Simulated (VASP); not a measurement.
Ba3Mg:

```
Ba Mg
1.0
     5.04822    0.00000    0.00000
     0.00000    5.04822    0.00000
     0.00000    0.00000    5.04822
Ba Mg
3 1
Direct
  0.00000 0.50000 0.50000
  0.50000 0.00000 0.50000
  0.50000 0.50000 0.00000
  0.00000 0.00000 0.00000
```

```yaml
Program: VASP 6.6.1
Task: relaxation of cell and atoms
Functional: PBE
Potentials_or_basis: VASP PAW PBE potentials, release 64 (Ba_sv, Mg)
Cutoff: 600 eV
k_mesh: 4 × 4 × 4
Occupations: gaussian, width 0.1 eV
Spin: no spin polarisation
```

At the start: pressure 11.1 GPa; volume 32.16 Å³/atom.

Question: How do energy, volume and symmetry change on relaxing?

Answer: Over 4 steps the energy falls by 475.5 meV/atom and the volume is 50.64 Å³/atom (+57.4 %); space group Pm-3m (No. 221, to 0.05 Å).

The path:
```
step  energy change (eV)  largest force (eV/Å)  pressure (GPa)  volume (Å³)
   1              0.0000                0.0000           11.14       128.65
   2             -1.7131                0.0000            2.36       174.96
   3             -1.8920                0.0000            0.44       196.52
   4             -1.9019                0.0000            0.09       202.56
```

Final structure:
```yaml
crystal:
  lattice:
    - [5.87289, 0.00000, 0.00000]
    - [0.00000, 5.87289, 0.00000]
    - [0.00000, 0.00000, 5.87289]
  atoms:
    - { symbol: Ba, position: [0.00000, 0.50000, 0.50000] }
    - { symbol: Ba, position: [0.50000, 0.00000, 0.50000] }
    - { symbol: Ba, position: [0.50000, 0.50000, 0.00000] }
    - { symbol: Mg, position: [0.00000, 0.00000, 0.00000] }
```

Caveat: the volume moved by over 15 % at a fixed basis, so the end points are rough.
